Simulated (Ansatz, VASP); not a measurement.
## Li2O in VASP and in Ansatz

The input INCAR:

```
SYSTEM = Li2O
ALGO = Normal
EDIFF = 1E-6
ENCUT = 750
GGA = PE
GGA_COMPAT = .FALSE.
ISIF = 2
ISMEAR = 0
LASPH = .TRUE.
LCHARG = .TRUE.
LELF = .TRUE.
LREAL = .FALSE.
LVHAR = .TRUE.
LWAVE = .FALSE.
NBANDS = 13
NELM = 120
PREC = Accurate
SIGMA = 0.02
```

File KPOINTS:

```
k-points
0
G
  8 8 8
  0 0 0
```

Contents of POSCAR:

```
Li2O
1.0
    0.0000000000      2.3876747102      2.3876747102
    2.3876747102      0.0000000000      2.3876747102
    2.3876747102      2.3876747102      0.0000000000
Li O
2 1
Direct
    0.7500000000      0.7500000000      0.7500000000
    0.2500000000      0.2500000000      0.2500000000
    0.0000000000      0.0000000000      0.0000000000
```

Input for Ansatz:

```yaml
crystal:
  lattice:
    - [0.0, 2.3876747102, 2.3876747102]
    - [2.3876747102, 0.0, 2.3876747102]
    - [2.3876747102, 2.3876747102, 0.0]
  atoms:
    - { symbol: Li, position: [0.75, 0.75, 0.75] }
    - { symbol: Li, position: [0.25, 0.25, 0.25] }
    - { symbol: O, position: [0.0, 0.0, 0.0] }
basis:
  ecutwfc: 420
kpoints:
  mp_grid: { grid: [8, 8, 8] }
hamiltonian:
  xc: pbe
scf:
  occupations: { method: gaussian, width: 0.02 }
output:
  forces: true
  stress: true
  eigenvalues: true
```

Alike in both runs: task single point; functional PBE; k mesh 8 × 8 × 8; occupations gaussian, width 0.02 eV; no spin polarisation.

|  | VASP | Ansatz |
| --- | --- | --- |
| version | VASP 6.6.1 | Ansatz 0.2.0 |
| potentials or method | VASP PAW PBE potentials, release 64 (Li_sv, O), cutoff 750 eV | scalar-relativistic, plane waves, PAW |
| valence electrons in the cell | 12 | 12 |

```csv
,VASP,Ansatz,Ansatz less VASP
gap on the k mesh at the Fermi level (eV),4.57,4.57,-0.003
least direct gap on the mesh (eV),4.57,4.57,-0.003
pressure (GPa),-6.7,-6.3,+0.38
```
